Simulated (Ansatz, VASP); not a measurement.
GaN in VASP and in Ansatz

```
Ga N
1.0
     0.00000   -2.24909   -2.33906
     0.00000    2.24909   -2.33906
     4.67811    0.00000    0.00000
Ga N
2 2
Direct
  0.49844 0.49844 0.50000
  0.00156 0.00156 0.00000
  0.01289 0.48711 0.25000
  0.48711 0.01289 0.75000
```

Change from the starting cell: mode 11 frozen in at -0.058 Å, equal normal strain along x and y +0.0400.

Alike in both runs: task single point; functional PBEsol; k mesh 8 × 8 × 6; occupations gaussian, width 0.05 eV; no spin polarisation.

```csv
,VASP,Ansatz
version,VASP 6.6.1,Ansatz 0.2.0
potentials or method,"VASP PAW PBE potentials, release 64 (Ga_d, N), cutoff 520 eV","scalar-relativistic, plane waves, PAW"
valence electrons in the cell,36,36
```

Ansatz gave:

* gap on the k mesh at the Fermi level (eV): 1.10
* least direct gap on the mesh (eV): 1.10
* pressure (GPa): -12.1
* traceless stress, the component that is largest in VASP (GPa): 2.77
* rms of the force components (eV/Å): 0.380

**Question.** Estimate VASP's values.

**Answer.** gap on the k mesh at the Fermi level (eV): 1.11; least direct gap on the mesh (eV): 1.11; pressure (GPa): -12.2; traceless stress, the component that is largest in VASP (GPa): 2.79; rms of the force components (eV/Å): 0.377.

VASP's potentials were made for PBE, not for PBEsol, and Ansatz warns of the same on its side. Atom by atom the forces differ by 0.004 eV/Å (rms over components).
